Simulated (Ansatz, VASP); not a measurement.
F in VASP and in Ansatz

```xyz
4
Lattice="3.0713 -1.7652 -0.2369 3.0713 1.7652 -0.2369 -2.3094 0.0000 7.0690" Properties=species:S:1:pos:R:3 pbc="T T T"
F     0.2949    0.0000    0.6526
F     3.5383    0.0000    5.9427
F     1.7098    0.0000    3.9594
F     2.1234    0.0000    2.6359
```

Alike in both runs: task single point; functional PBEsol; k mesh 4 × 4 × 2; occupations gaussian, width 0.05 eV; no spin polarisation.

|  | VASP | Ansatz |
| --- | --- | --- |
| version | VASP 6.6.1 | Ansatz 0.2.0 |
| potentials or method | VASP PAW PBE potentials, release 64 (F), cutoff 520 eV | scalar-relativistic, plane waves, PAW |
| valence electrons in the cell | 28 | 28 |

|  | VASP | Ansatz | Ansatz less VASP |
| --- | --- | --- | --- |
| gap on the k mesh at the Fermi level (eV) | 2.81 | 2.88 | +0.072 |
| least direct gap on the mesh (eV) | 2.92 | 2.99 | +0.071 |
| pressure (GPa) | -0.1 | -0.5 | -0.34 |
| traceless stress, the component that is largest in VASP (GPa) | -1.52 | -1.55 | -0.026 |
| rms of the force components (eV/Å) | 0.465 | 0.445 | -0.0196 |

VASP's potentials were made for PBE, not for PBEsol. Atom by atom the forces differ by 0.243 eV/Å (rms over components).

The k mesh is coarse, so the values compare programs but aren't converged.
